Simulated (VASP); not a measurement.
Cd:

```xyz
3
Lattice="4.9594 0.0000 0.0000 -2.4797 4.2950 0.0000 0.0000 0.0000 3.0401" Properties=species:S:1:pos:R:3 pbc="T T T"
Cd    0.0000    0.0000    0.0000
Cd    0.0000    2.8633    1.5201
Cd    2.4797    1.4317    1.5201
```

```yaml
Program: VASP 6.6.1
Task: relaxation of cell and atoms
Functional: revPBE
Potentials_or_basis: VASP PAW PBE potentials, release 64 (Cd)
Cutoff: 600 eV
k_mesh: 7 × 7 × 10
Occupations: fermi-dirac, width 0.1 eV
Spin: no spin polarisation
```

At the start: pressure 6.6 GPa; volume 21.59 Å³/atom.

Question: How do energy, volume and symmetry change on relaxing?

Answer: Over 8 steps the energy falls by 58.4 meV/atom and the volume is 24.95 Å³/atom (+15.6 %); space group P6/mmm (No. 191, to 0.05 Å).

The path:
```
step  energy change (eV)  largest force (eV/Å)  pressure (GPa)  volume (Å³)
   1              0.0000                0.0000            6.58        64.76
   2             -0.1725                0.0000            0.58        73.42
   3             -0.1750                0.0000           -0.08        75.08
   4             -0.1750                0.0000           -0.01        74.86
   5             -0.1750                0.0000            0.07        74.65
   6             -0.1750                0.0000            0.07        74.64
   7             -0.1752                0.0000            0.08        74.61
   8             -0.1752                0.0000           -0.01        74.84
```

Final structure:
```
Cd
1.0
     5.23105    0.00000    0.00000
    -2.61553    4.53022    0.00000
     0.00000    0.00000    3.15791
Cd
3
Direct
  0.00000 0.00000 0.00000
  0.33333 0.66667 0.50000
  0.66667 0.33333 0.50000
```

Caveat: the volume moved by over 15 % at a fixed basis, so the end points are rough; the PAW data sets were made with another functional, which shifts forces and pressure a little.
